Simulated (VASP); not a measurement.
# SiC (Fm-3m) in VASP: settings compared, part 2 of 2

VASP 6.6.1.

## 5. Relaxation of cell and atoms, PBE

This run uses another cell than the first one, of 7.28 Å³/atom, 0.872 times its volume.

Input file INCAR:

```
  PREC = Accurate
  ENCUT = 600
  EDIFF = 1E-6
  ISMEAR = -1
  SIGMA = 0.02
  LREAL = F
  LASPH = T
  NELM = 100
  ALGO = Normal
  ISIF = 3
  LWAVE = F
  LCHARG = F
  GGA = PE
  IBRION = 2
  NSW = 80
  EDIFFG = -0.005
```

Input file KPOINTS:

```
regular mesh
0
Gamma
  10 10 10
```

Input file POSCAR:

```
SiC
1.0
    0.0000000000      1.9383050000      1.9383050000
    1.9383050000      0.0000000000      1.9383050000
    1.9383050000      1.9383050000      0.0000000000
Si C
1 1
Direct
    0.0000000000      0.0000000000      0.0000000000
    0.5000000000      0.5000000000      0.5000000000
```

Potentials or basis: VASP PAW PBE potentials, release 64 (Si, C).

The run is started by

```console
$ cat potpaw_PBE.64/Si/POTCAR potpaw_PBE.64/C/POTCAR > POTCAR
$ mpirun -np 1 vasp_std > vasp.out
```

OUTCAR:

```text
PREC = Accurate
   ENCUT = 600
   EDIFF = 1E-6
   ISMEAR = -1
   LREAL = F
   LASPH = T
   NELM = 100
   ISIF = 3
   GGA = PE
   IBRION = 2
   NSW = 80
   EDIFFG = -0.005

 ion  position               nearest neighbor table
   1  0.000  0.000  0.000-   2 1.94   2 1.94   2 1.94   2 1.94   2 1.94   2 1.94
   2  0.500  0.500  0.500-   1 1.94   1 1.94   1 1.94   1 1.94   1 1.94   1 1.94

  LATTYP: Found a face centered cubic cell.
 ALAT       =     3.8766100000

  Lattice vectors:

 A1 = (   0.0000000000,   1.9383050000,   1.9383050000)
 A2 = (   1.9383050000,   0.0000000000,   1.9383050000)
 A3 = (   1.9383050000,   1.9383050000,   0.0000000000)

Analysis of symmetry for initial positions (statically):
=====================================================================
 Subroutine PRICEL returns:
 Original cell was already a primitive cell.

 Routine SETGRP: Setting up the symmetry group for a
 face centered cubic supercell.

 Subroutine GETGRP returns: Found 48 space group operations
 (whereof 48 operations were pure point group operations)
 out of a pool of 48 trial point group operations.

The static configuration has the point symmetry O_h .

Analysis of symmetry for dynamics (positions and initial velocities):
=====================================================================
 Subroutine PRICEL returns:
 Original cell was already a primitive cell.

 Routine SETGRP: Setting up the symmetry group for a
 face centered cubic supercell.

 Subroutine GETGRP returns: Found 48 space group operations
 (whereof 48 operations were pure point group operations)
 out of a pool of 48 trial point group operations.

The dynamic configuration has the point symmetry O_h .

 Subroutine INISYM returns: Found 48 space group operations
 (whereof 48 operations are pure point group operations),
 and found     1 'primitive' translations

[... 144 lines left out ...]

------------------------ aborting loop because EDIFF is reached ----------------------------------------

  FORCE on cell =-STRESS in cart. coord.  units (eV):
  Direction    XX          YY          ZZ          XY          YZ          ZX
  --------------------------------------------------------------------------------------
  -------------------------------------------------------------------------------------
  Total        4.1153334      4.1153334      4.1153334      0.0000000      0.0000000     -0.0000000
  in kB      452.7091454    452.7091454    452.7091454      0.0000000      0.0000000     -0.0000000
  external PRESSURE =     452.7091454 kB  Pullay stress =       0.0000000 kB
[... 89 lines left out ...]
  FREE ENERGIE OF THE ION-ELECTRON SYSTEM (eV)
  ---------------------------------------------------
  free  energy   TOTEN  =       -13.5743326654 eV

  energy  without entropy=      -13.5729184757  energy(sigma->0) =      -13.57362557

[... ionic steps 4 to 16 ...]

--------------------------------------- Ionic step       17  -------------------------------------------

 number of electron       8.0000000 magnetization

------------------------ aborting loop because EDIFF is reached ----------------------------------------
[... 67 lines left out ...]
--------------------------------------- Ionic step       19  -------------------------------------------

 number of electron       8.0000000 magnetization

 Free energy of the ion-electron system (eV)
  ---------------------------------------------------
  ext. energy  EPLUGINS =         0.00000000
  ---------------------------------------------------
  free energy    TOTEN  =       -13.57436165 eV

  energy without entropy =      -13.57298162  energy(sigma->0) =      -13.57367163

 E-fermi :  12.1739     XC(G=0): -12.6587

 val. band max:       12.1676905088   @ k =   0.5000   0.4000   0.0000
 cond. band min:      12.2607913111   @ k =   0.0000   0.0000   0.0000
 fundamental gap:      0.0931008023
 Fermi energy:        12.1738931222

 k-point     1 :       0.0000    0.0000    0.0000
  band No.  band energies     occupation
      1      -6.1028      2.00000
      2      12.2608      0.02561
      3      12.2608      0.02561
      4      12.2608      0.02561
      5      19.5780      0.00000
      6      21.2084      0.00000
      7      21.2084      0.00000
      8      21.2084      0.00000
[... 243 lines left out ...]
 k-point    24 :       0.4000    0.3000    0.0000
  band No.  band energies     occupation
      1      -2.1075      2.00000
      2       5.9481      2.00000
      3       7.8234      2.00000
      4       8.7206      2.00000
      5      13.0759      0.00000
      6      16.5297      0.00000
      7      24.5607      0.00000
      8      24.7080      0.00000

 [... further k-points ...]

------------------------ aborting loop because EDIFF is reached ----------------------------------------

  FORCE on cell =-STRESS in cart. coord.  units (eV):
  Direction    XX          YY          ZZ          XY          YZ          ZX
  --------------------------------------------------------------------------------------
  -------------------------------------------------------------------------------------
  Total        0.0090629      0.0090629      0.0090629     -0.0000000     -0.0000000      0.0000000
  in kB        0.8676067      0.8676067      0.8676067     -0.0000000     -0.0000000      0.0000000
  external PRESSURE =       0.8676067 kB  Pullay stress =       0.0000000 kB
[... 17 lines left out ...]
  FREE ENERGIE OF THE ION-ELECTRON SYSTEM (eV)
  ---------------------------------------------------
  free  energy   TOTEN  =       -13.5743616481 eV

  energy  without entropy=      -13.5729816170  energy(sigma->0) =      -13.57367163

 reached required accuracy - stopping structural energy minimisation
```

OSZICAR:

```text
N       E                     dE             d eps       ncg     rms          rms(c)
DAV:   1     0.357806936269E+01    0.35781E+01   -0.48605E+03   840   0.992E+02
DAV:   2    -0.146649710257E+02   -0.18243E+02   -0.16537E+02  1072   0.107E+02
[... 86 lines left out ...]
       N       E                     dE             d eps       ncg     rms          rms(c)
DAV:   1    -0.135743600824E+02   -0.95594E-06   -0.15456E-06   800   0.112E-02    0.125E-03
DAV:   2    -0.135743600688E+02    0.13650E-07   -0.16453E-08   400   0.120E-03
  18 F= -.13574360E+02 E0= -.13573672E+02  d E =-.199360E-05
       N       E                     dE             d eps       ncg     rms          rms(c)
DAV:   1    -0.135743617036E+02   -0.16211E-05   -0.61464E-06  1144   0.223E-02    0.257E-03
DAV:   2    -0.135743616481E+02    0.55495E-07   -0.36159E-08   384   0.173E-03
  19 F= -.13574362E+02 E0= -.13573672E+02  d E =-.357288E-05
```

Run time: 60 s. Hardware: 1 thread of Intel Xeon 8259CL, shared host; peak memory 0.14 GiB.

Results:

```
Free energy                            : -13.5744 eV
Relaxed volume                         : 8.37 Å³/atom
Relaxed cell                           : a = 2.871 Å, b = 2.871 Å, c = 2.871 Å, α = 60.00°, β = 60.00°, γ = 60.00°
Space group after relaxing (to 0.05 Å) : Fm-3m (No. 225)
Energy gained by relaxing              : 132.2 meV/atom
Ionic steps                            : 19
Pressure after relaxing                : 0.1 GPa
Band gap on the k mesh                 : zero (band 4 reaches 12.35 eV, above the bottom of band 5 at 11.27 eV)
```

Step by step:
```csv
step,energy change (eV),largest force (eV/Å),pressure (GPa),volume (Å³)
1,0.0000,0.0000,45.27,14.56
2,-0.0237,0.0000,-26.76,19.35
3,-0.2644,0.0000,-0.31,16.78
4,-0.2644,0.0000,0.13,16.73
5,-0.2644,0.0000,0.13,16.73
6,-0.2644,0.0000,0.13,16.73
7,-0.2644,0.0000,0.13,16.73
8,-0.2644,0.0000,0.13,16.73
9,-0.2644,0.0000,0.13,16.73
10,-0.2644,0.0000,0.13,16.73
11,-0.2644,0.0000,0.13,16.73
12,-0.2644,0.0000,0.13,16.73
13,-0.2644,0.0000,0.13,16.73
14,-0.2644,0.0000,0.13,16.73
15,-0.2644,0.0000,0.13,16.73
16,-0.2644,0.0000,0.13,16.73
17,-0.2644,0.0000,0.12,16.73
18,-0.2644,0.0000,0.11,16.73
19,-0.2644,0.0000,0.09,16.74
```

Final structure:
```
CELL_PARAMETERS angstrom
0.00000 2.03021 2.03021
2.03021 0.00000 2.03021
2.03021 2.03021 0.00000
ATOMIC_POSITIONS crystal
Si 0.00000 0.00000 0.00000
C 0.50000 0.50000 0.50000
```

Levels at points of the mesh, in eV from the Fermi level:
```
           k point  band 2  band 3  band 4  band 5  band 6  band 7
(0.00, 0.00, 0.00)    0.09    0.09    0.09    7.40    9.03    9.03
(0.50, 0.00, 0.00)  -11.38   -0.94   -0.94    5.32    5.32    5.95
(0.50, 0.50, 0.00)   -9.64   -4.18   -4.18   -0.90    2.66   14.80
```

## 6. Relaxation of cell and atoms, r2SCAN

Input file POSCAR:

```
SiC
1.0
    0.0000000000      2.0292109821      2.0292109821
    2.0292109821      0.0000000000      2.0292109821
    2.0292109821      2.0292109821      0.0000000000
Si C
1 1
Direct
    0.0000000000      0.0000000000      0.0000000000
    0.5000000000      0.5000000000      0.5000000000
```

Input file INCAR.step1:

```
SYSTEM = SiC
PREC = Accurate
ENCUT = 600
ISMEAR = -1
SIGMA = 0.02
LREAL = .False.
LASPH = .True.
NELM = 60
GGA = PE
ALGO = Normal
EDIFF = 1E-4
LWAVE = .True.
LCHARG = .False.
```

Input file INCAR.step2:

```
SYSTEM = SiC
PREC = Accurate
ENCUT = 600
EDIFF = 1E-7
ISMEAR = -1
SIGMA = 0.02
LREAL = .False.
LASPH = .True.
NELM = 60
ALGO = Normal
ISIF = 3
LWAVE = .False.
LCHARG = .False.
METAGGA = R2SCAN
LMIXTAU = .True.
IBRION = 2
NSW = 80
EDIFFG = -0.005
ISTART = 1
```

Input file KPOINTS:

```
regular mesh
0
Gamma
  10 10 10
  0 0 0
```

Potentials or basis: VASP PAW PBE potentials, release 64 (Si, C).

The run is started by

```console
$ cat potpaw_PBE.64/Si/POTCAR potpaw_PBE.64/C/POTCAR > POTCAR
$ cp INCAR.step1 INCAR
$ mpirun -np 1 vasp_std > vasp.out
$ cp INCAR.step2 INCAR
$ mpirun -np 1 vasp_std > vasp.out
```

OUTCAR:

```text
SYSTEM = SiC
   PREC = Accurate
   ENCUT = 600
   EDIFF = 1E-7
   ISMEAR = -1
   LREAL = .False.
   LASPH = .True.
   NELM = 60
   ISIF = 3
   METAGGA = R2SCAN
   IBRION = 2
   NSW = 80
   EDIFFG = -0.005
   ISTART = 1

 ion  position               nearest neighbor table
   1  0.000  0.000  0.000-   2 2.03   2 2.03   2 2.03   2 2.03   2 2.03   2 2.03
   2  0.500  0.500  0.500-   1 2.03   1 2.03   1 2.03   1 2.03   1 2.03   1 2.03

  LATTYP: Found a face centered cubic cell.
 ALAT       =     4.0584219642

  Lattice vectors:

 A1 = (   0.0000000000,   2.0292109821,   2.0292109821)
 A2 = (   2.0292109821,   0.0000000000,   2.0292109821)
 A3 = (   2.0292109821,   2.0292109821,   0.0000000000)

Analysis of symmetry for initial positions (statically):
=====================================================================
 Subroutine PRICEL returns:
 Original cell was already a primitive cell.

 Routine SETGRP: Setting up the symmetry group for a
 face centered cubic supercell.

 Subroutine GETGRP returns: Found 48 space group operations
 (whereof 48 operations were pure point group operations)
 out of a pool of 48 trial point group operations.

The static configuration has the point symmetry O_h .

[... 168 lines left out ...]
  Total       -0.6313659     -0.6313659     -0.6313659     -0.0000000      0.0000000     -0.0000000
  in kB      -60.5313121    -60.5313121    -60.5313121     -0.0000000      0.0000000     -0.0000000
  external PRESSURE =     -60.5313121 kB  Pullay stress =       0.0000000 kB
[... 59 lines left out ...]
--------------------------------------- Ionic step        3  -------------------------------------------

 number of electron       8.0000000 magnetization

 Free energy of the ion-electron system (eV)
  ---------------------------------------------------
  ext. energy  EPLUGINS =         0.00000000
  ---------------------------------------------------
  free energy    TOTEN  =       -17.66144115 eV

  energy without entropy =      -17.66112269  energy(sigma->0) =      -17.66128192

 E-fermi :  12.6990     XC(G=0): -13.5037

 val. band max:       12.6517464921   @ k =   0.0000   0.0000   0.0000
 cond. band min:      12.7186585470   @ k =  -0.1000   0.1000   0.0000
 fundamental gap:      0.0669120549
 Fermi energy:        12.6989727835

 k-point     1 :       0.0000    0.0000    0.0000
  band No.  band energies     occupation
      1      -6.9735      2.00000
      2      12.6517      1.82767
      3      12.6517      1.82767
      4      12.6517      1.82766
      5      21.0662      0.00000
      6      22.0545      0.00000
      7      22.0545      0.00000
      8      22.0545      0.00000
[... 243 lines left out ...]
 k-point    24 :       0.4000    0.3000    0.0000
  band No.  band energies     occupation
      1      -2.7397      2.00000
      2       5.8405      2.00000
      3       7.9014      2.00000
      4       8.8095      2.00000
      5      13.8962      0.00000
      6      17.3364      0.00000
      7      26.0387      0.00000
      8      26.3690      0.00000

 [... further k-points ...]

------------------------ aborting loop because EDIFF is reached ----------------------------------------

  FORCE on cell =-STRESS in cart. coord.  units (eV):
  Direction    XX          YY          ZZ          XY          YZ          ZX
  --------------------------------------------------------------------------------------
  -------------------------------------------------------------------------------------
  Total       -0.0052217     -0.0052217     -0.0052217      0.0000000      0.0000000      0.0000000
  in kB       -0.5119780     -0.5119780     -0.5119780      0.0000000      0.0000000      0.0000000
  external PRESSURE =      -0.5119780 kB  Pullay stress =       0.0000000 kB
[... 17 lines left out ...]
  FREE ENERGIE OF THE ION-ELECTRON SYSTEM (eV)
  ---------------------------------------------------
  free  energy   TOTEN  =       -17.6614411503 eV

  energy  without entropy=      -17.6611226921  energy(sigma->0) =      -17.66128192

 reached required accuracy - stopping structural energy minimisation
```

OSZICAR.step1:

```text
N       E                     dE             d eps       ncg     rms          rms(c)
DAV:   1     0.315053968534E+01    0.31505E+01   -0.46359E+03   800   0.969E+02
DAV:   2    -0.147325650269E+02   -0.17883E+02   -0.16583E+02  1096   0.102E+02
DAV:   3    -0.149737812652E+02   -0.24122E+00   -0.24122E+00   888   0.143E+01
DAV:   4    -0.149741965828E+02   -0.41532E-03   -0.41532E-03  1176   0.630E-01
DAV:   5    -0.149741969549E+02   -0.37210E-06   -0.37198E-06   952   0.985E-03    0.812E+00
DAV:   6    -0.135977498496E+02    0.13764E+01   -0.57139E+00   760   0.137E+01    0.348E+00
DAV:   7    -0.135764895365E+02    0.21260E-01   -0.31245E-01  1280   0.399E+00    0.139E+00
DAV:   8    -0.135767973527E+02   -0.30782E-03   -0.12143E-02   848   0.837E-01    0.398E-01
DAV:   9    -0.135766852761E+02    0.11208E-03   -0.51062E-03  1000   0.460E-01    0.140E-01
DAV:  10    -0.135766279112E+02    0.57365E-04   -0.48654E-04   856   0.135E-01
   1 F= -.13576628E+02 E0= -.13575967E+02  d E =-.132156E-02
```

Wall time 2.3 min (1 thread of Intel Xeon 8259CL, shared host); peak memory 0.14 GiB.

What came out:

```yaml
Free_energy: -17.6614 eV
Relaxed_volume: 8.17 Å³/atom
Relaxed_cell: a = 2.848 Å, b = 2.848 Å, c = 2.848 Å, α = 60.00°, β = 60.00°, γ = 60.00°
Space_group_after_relaxing_to_0.05_Å: Fm-3m (No. 225)
Energy_gained_by_relaxing: 3.6 meV/atom
Ionic_steps: 3
Pressure_after_relaxing: -0.1 GPa
Band_gap_on_the_k_mesh: zero (band 4 reaches 12.72 eV, above the bottom of band 5 at 12.03 eV)
```

The path:
| step | energy change (eV) | largest force (eV/Å) | pressure (GPa) | volume (Å³) |
| --- | --- | --- | --- | --- |
| 1 | 0.0000 | 0.0000 | -6.05 | 16.71 |
| 2 | 0.0004 | 0.0000 | 6.29 | 15.96 |
| 3 | -0.0073 | 0.0000 | -0.05 | 16.34 |

Final structure:
```
CELL_PARAMETERS angstrom
0.00000 2.01410 2.01410
2.01410 0.00000 2.01410
2.01410 2.01410 0.00000
ATOMIC_POSITIONS crystal
Si 0.00000 0.00000 0.00000
C 0.50000 0.50000 0.50000
```

Caveat: the PAW data sets were made with another functional, which shifts forces and pressure a little.

## 7. The runs side by side

| task | level | cell | cutoff (eV) | gap on the mesh (eV) | pressure (GPa) | relaxed volume (Å³/atom) |
| --- | --- | --- | --- | --- | --- | --- |
| single point | PBE | a = 2.870 Å, angles 60.0°, 2 atoms | 520 | none | 0.4 | - |
| single point | PBE | a = 2.848 Å, angles 60.0°, 2 atoms | 520 | none | 5.6 | - |
| single point | r2SCAN | a = 2.848 Å, angles 60.0°, 2 atoms | 520 | none | 0.3 | - |
| relaxation of cell and atoms | PBE | relaxed from a = 2.741 Å, angles 60.0°, 2 atoms | 600 | none | 0.1 | 8.37 |
| relaxation of cell and atoms | r2SCAN | relaxed from a = 2.870 Å, angles 60.0°, 2 atoms | 600 | none | -0.1 | 8.17 |

Alike in all rows: potentials or basis VASP PAW PBE potentials, release 64 (Si, C); no spin polarisation; k mesh 10 × 10 × 10; smearing fermi-dirac 0.02 eV.

Caveats: the PAW data sets were made with another functional, which shifts forces and pressure a little (some runs).

Total energies depend on the potentials used, so only differences within one code and one set of settings carry meaning.
